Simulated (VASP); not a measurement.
# Si3F (P6_3/mcm) in VASP: single point with PBE

Aim: the single point of Si3F with PBE.

Everything below comes from runs of VASP 6.6.1. Logs are shortened: lines on timing, memory, paths and dates and some standing lists are left out, and cuts for length are marked.

## (1) The cell of the first run

The structure is hexagonal, space group P6_3/mcm (No. 193). Conventional cell: a = 5.150 Å, b = 5.150 Å, c = 4.875 Å, α = 90.00°, β = 90.00°, γ = 120.00°. Within 3.3 Å of Si (site symmetry m2m) lie 4 F at 2.52 to 3.18 Å and 10 Si at 2.54 to 3.29 Å. Within 3.2 Å of F (site symmetry -3m) lie 2 F at 2.44 Å and 12 Si at 2.52 to 3.18 Å.

## (2) Single point, PBE

The input, INCAR:

```
SYSTEM = Si3F
ALGO = Normal ; EDIFF = 1E-6
ENCUT = 520 ; GGA = PE
ISIF = 2 ; ISMEAR = 0
LASPH = .True. ; LCHARG = .False.
LREAL = .False. ; LWAVE = .False.
NBANDS = 29 ; NELM = 100
PREC = Accurate ; SIGMA = 0.1
```

The input, KPOINTS:

```
k-points
0
Gamma
  12 12 8
  0 0 0
```

The input, POSCAR:

```
Si3F
1.0
    5.1500726348      0.0000000000      0.0000000000
   -2.5750363174      4.4600937331      0.0000000000
    0.0000000000      0.0000000000      4.8751445650
Si F
6 2
Direct
    0.4292773919      0.4292773919      0.2500000000
    0.0000000000      0.4292773919      0.7500000000
    0.5707226081      0.0000000000      0.2500000000
    0.5707226081      0.5707226081      0.7500000000
    0.0000000000      0.5707226081      0.2500000000
    0.4292773919      0.0000000000      0.7500000000
    0.0000000000      0.0000000000      0.0000000000
    0.0000000000      0.0000000000      0.5000000000
```

Potentials or basis: VASP PAW PBE potentials, release 64 (Si, F).

Command:

```sh
cat potpaw_PBE.64/Si/POTCAR potpaw_PBE.64/F/POTCAR > POTCAR
mpirun -np 1 vasp_std > vasp.out
```

OUTCAR:

```text
SYSTEM = Si3F
   EDIFF = 1E-6
   ENCUT = 520
   GGA = PE
   ISIF = 2
   ISMEAR = 0
   LASPH = .True.
   LREAL = .False.
   NELM = 100
   PREC = Accurate

 ion  position               nearest neighbor table
   1  0.429  0.429  0.250-   7 2.52   8 2.52   4 2.54   4 2.54   5 2.65   5 2.65   3 2.65   3 2.65

   2  0.000  0.429  0.750-   7 2.52   8 2.52   5 2.54   5 2.54   4 2.65   4 2.65   6 2.65   6 2.65

   3  0.571  0.000  0.250-   7 2.52   8 2.52   6 2.54   6 2.54   1 2.65   5 2.65   5 2.65   1 2.65

   4  0.571  0.571  0.750-   7 2.52   8 2.52   1 2.54   1 2.54   2 2.65   2 2.65   6 2.65   6 2.65

   5  0.000  0.571  0.250-   7 2.52   8 2.52   2 2.54   2 2.54   1 2.65   1 2.65   3 2.65   3 2.65

   6  0.429  0.000  0.750-   7 2.52   8 2.52   3 2.54   3 2.54   4 2.65   2 2.65   2 2.65   4 2.65

   7  0.000  0.000  0.000-   3 2.52   6 2.52   1 2.52   4 2.52   5 2.52   2 2.52
   8  0.000  0.000  0.500-   3 2.52   6 2.52   1 2.52   4 2.52   5 2.52   2 2.52

  LATTYP: Found a hexagonal cell.
 ALAT       =     5.1500726348
 C/A-ratio  =     0.9466166617

  Lattice vectors:

 A1 = (   5.1500726348,   0.0000000000,   0.0000000000)
 A2 = (  -2.5750363174,   4.4600937331,   0.0000000000)
 A3 = (   0.0000000000,   0.0000000000,   4.8751445650)

Analysis of symmetry for initial positions (statically):
=====================================================================
 Subroutine PRICEL returns:
 Original cell was already a primitive cell.

 Routine SETGRP: Setting up the symmetry group for a
 hexagonal supercell.

 Subroutine GETGRP returns: Found 24 space group operations
 (whereof 12 operations were pure point group operations)
 out of a pool of 24 trial point group operations.

The static configuration has the point symmetry D_3d.
 The point group associated with its full space group is D_6h.

Analysis of symmetry for dynamics (positions and initial velocities):
=====================================================================
 Subroutine PRICEL returns:
 Original cell was already a primitive cell.

 Routine SETGRP: Setting up the symmetry group for a
 hexagonal supercell.

 Subroutine GETGRP returns: Found 24 space group operations
 (whereof 12 operations were pure point group operations)
 out of a pool of 24 trial point group operations.

The dynamic configuration has the point symmetry D_3d.
 The point group associated with its full space group is D_6h.

 Subroutine INISYM returns: Found 24 space group operations
[... 115 lines left out ...]
   ISIF   =      2    stress and relaxation
   ISYM   =      2    0-nonsym 1-usesym 2-fastsym
   POTIM  = 0.5000    time-step for ionic-motion
   TEBEG  =    0.0;   TEEND  =   0.0 temperature during run
   PSTRESS=    0.0 pullay stress
   NELECT =      38.0000    total number of electrons
   NUPDOWN=      -1.0000    fix difference up-down
   EMIN   =  10.00;   EMAX   =-10.00  energy-range for DOS
   EFERMI =   0.00;   METHOD = LEGACY
   ISMEAR =     0;   SIGMA  =   0.10  broadening in eV -4-tet -1-fermi 0-gaus
   EFERMI_NEDOS =   21; number of points for ismear=-14 and -15
   IALGO  =     38    algorithm
   IMIX   =      4    mixing-type and parameters
     AMIX     =   0.40;   BMIX     =  1.00
     AMIX_MAG =   1.60;   BMIX_MAG =  1.00
  volume/ion in A,a.u.               =      14.00        94.46
  Fermi-wavevector in a.u.,A,eV,Ry     =   1.141882  2.157843 17.740550  1.303894
  Thomas-Fermi vector in A             =   2.278581
   LORBIT       =      0    0 simple, 1 ext, 2 COOP (PROOUT), +10 PAW based schemes
   GGA     = PE    functional components
   LHFCALC =     F    Hartree Fock is set to
   AEXX    =    0.0000 exact exchange contribution
   IVDW    =     0    specifies the selected vdW correction
   LEPSILON=     F    determine dielectric tensor
   LRPA    =     F    only Hartree local field effects (RPA)
 non-spin polarized calculation
 Gauss-broadening in eV      SIGMA  =   0.10
  energy-cutoff  :      520.00
  volume of cell :      111.98
 maximum number of plane-waves:      3064
 NGX is ok and might be reduce to    40
   NGX = 19   NGY = 19   NGZ = 19

 number of electron      37.9999970 magnetization

 Free energy of the ion-electron system (eV)
  ---------------------------------------------------
  ext. energy  EPLUGINS =         0.00000000
  ---------------------------------------------------
  free energy    TOTEN  =       -36.14001197 eV

  energy without entropy =      -36.11514346  energy(sigma->0) =      -36.12757772

 E-fermi :   7.5667     XC(G=0): -10.8089

 val. band max:        7.5587477935   @ k =   0.1667  -0.0000   0.3750
 cond. band min:       7.5674165394   @ k =   0.3333   0.2500   0.0000
 fundamental gap:      0.0086687459
 Fermi energy:         7.5666766180

 k-point     1 :       0.0000    0.0000    0.0000
  band No.  band energies     occupation
      1     -15.6841      2.00000
      2     -14.9545      2.00000
      3      -4.7348      2.00000
      4      -0.5626      2.00000
      5       0.6764      2.00000
      6       0.6764      2.00000
[... 757 lines left out ...]
     28      13.8212      0.00000
     29      14.0768      0.00000

 [... further k-points ...]

------------------------ aborting loop because EDIFF is reached ----------------------------------------

  FORCE on cell =-STRESS in cart. coord.  units (eV):
  Direction    XX          YY          ZZ          XY          YZ          ZX
  --------------------------------------------------------------------------------------
  -------------------------------------------------------------------------------------
  Total       -0.0641799     -0.0641799     -0.0712382      0.0000000     -0.0000000      0.0000000
  in kB       -0.9182585     -0.9182585     -1.0192455      0.0000000     -0.0000000      0.0000000
  external PRESSURE =      -0.9519208 kB  Pullay stress =       0.0000000 kB

 VOLUME and BASIS-vectors are now :
 -----------------------------------------------------------------------------
  energy-cutoff  :      520.00
  volume of cell :      111.98
      direct lattice vectors                 reciprocal lattice vectors
     5.150072635  0.000000000  0.000000000     0.194172019  0.112105267  0.000000000
    -2.575036317  4.460093733  0.000000000     0.000000000  0.224210535  0.000000000
     0.000000000  0.000000000  4.875144565     0.000000000  0.000000000  0.205122122

 POSITION                                       TOTAL-FORCE (eV/Angst)
 -----------------------------------------------------------------------------------
      1.10540      1.91462      1.21879         0.002331      0.004037     -0.000000
     -1.10540      1.91462      3.65636        -0.002331      0.004037     -0.000000
      2.93926      0.00000      1.21879        -0.004661      0.000000      0.000000
      1.46963      2.54548      3.65636        -0.002331     -0.004037      0.000000
     -1.46963      2.54548      1.21879         0.002331     -0.004037      0.000000
      2.21081      0.00000      3.65636         0.004661      0.000000      0.000000
      0.00000      0.00000      0.00000         0.000000      0.000000      0.000000
      0.00000      0.00000      2.43757         0.000000      0.000000      0.000000
 -----------------------------------------------------------------------------------
    total drift:                               -0.000000     -0.000000      0.000000

  FREE ENERGIE OF THE ION-ELECTRON SYSTEM (eV)
  ---------------------------------------------------
  free  energy   TOTEN  =       -36.1400119715 eV

  energy  without entropy=      -36.1151434599  energy(sigma->0) =      -36.12757772
```

stdout:

```text
POSCAR found type information on POSCAR SiF
 POSCAR found :  2 types and       8 ions
 scaLAPACK will be used
 LDA part: xc-table for (Slater+PW92), standard interpolation
 POSCAR, INCAR and KPOINTS ok, starting setup
 FFT: planning ... GRIDC
 FFT: planning ... GRID_SOFT
 FFT: planning ... GRID
 WAVECAR not read
 entering main loop
```

Run time: 1.9 min. Hardware: 1 thread of Intel Xeon 6975P-C (Granite Rapids), shared host; peak memory 0.37 GiB.

Results:

| Item | Value |
| --- | --- |
| Free energy | -36.1400 eV |
| Pressure | -0.1 GPa |
| Largest force | 0.005 eV/Å |
| Band gap on the k mesh | zero (bands 19 and 20 overlap by 2.14 eV) |

Forces in eV/Å, atoms in the order of the input:
```
Si   0.002  0.004  0.000
Si  -0.002  0.004  0.000
Si  -0.005  0.000  0.000
Si  -0.002 -0.004  0.000
Si   0.002 -0.004  0.000
Si   0.005  0.000  0.000
F    0.000  0.000  0.000
F    0.000  0.000  0.000
```

Levels at points of the mesh, in eV from the Fermi level:
| k point | band 17 | band 18 | band 19 | band 20 | band 21 | band 22 |
| --- | --- | --- | --- | --- | --- | --- |
| (0.00, 0.00, 0.00) | -1.23 | -0.66 | -0.66 | -0.60 | -0.60 | 0.26 |
| (0.50, 0.00, 0.00) | -1.94 | -0.79 | -0.30 | 0.48 | 0.60 | 1.26 |
| (0.00, 0.00, 0.50) | -0.24 | -0.24 | -0.24 | -0.24 | 0.87 | 0.87 |
| (0.50, 0.00, 0.50) | 0.95 | 0.95 | 1.18 | 1.18 | 1.76 | 1.76 |
